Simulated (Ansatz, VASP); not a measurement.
## ScBPt3 in VASP and in Ansatz

```
Pt Sc B
1.0
     4.26216    0.00000    0.00000
     0.00000    4.26216    0.00000
     0.00000    0.00000    4.26216
Pt Sc B
3 1 1
Direct
  0.50163 0.00206 0.48489
  0.51010 0.50093 0.99188
  0.00924 0.49200 0.50975
  0.01412 0.00756 0.00067
  0.49217 0.50916 0.50979
```

Change from the starting cell: atoms moved at random, drawn with an rms of 0.05 Å.

Alike in both runs: task single point; functional PBE; k mesh 6 × 6 × 6; occupations fermi-dirac, width 0.05 eV; no spin polarisation.

|  | VASP | Ansatz |
| --- | --- | --- |
| version | VASP 6.6.1 | Ansatz 0.2.0 |
| potentials or method | VASP PAW PBE potentials, release 64 (Pt, Sc_sv, B) | Ansatz PAW |
| plane-wave cutoff (eV) | 520 | 420 |
| valence electrons in the cell | 44 | 68 |

```csv
,VASP,Ansatz,Ansatz less VASP
gap on the k mesh at the Fermi level (eV),none,none,-
pressure (GPa),-0.3,-0.4,-0.03
"traceless stress, the component that is largest in VASP (GPa)",-0.46,-0.45,+0.013
rms of the force components (eV/Å),0.431,0.419,-0.0123
```

Atom by atom the forces differ by 0.013 eV/Å (rms over components). A gap of «none» marks a metal or a gap that the smearing closes. The functional is the same, so the differences come from potentials, cutoffs and numerics. VASP's potentials hold 44 valence electrons a cell and Ansatz's 68, so a difference there can come from the potentials and not from the codes.

Spin-orbit coupling is off throughout.
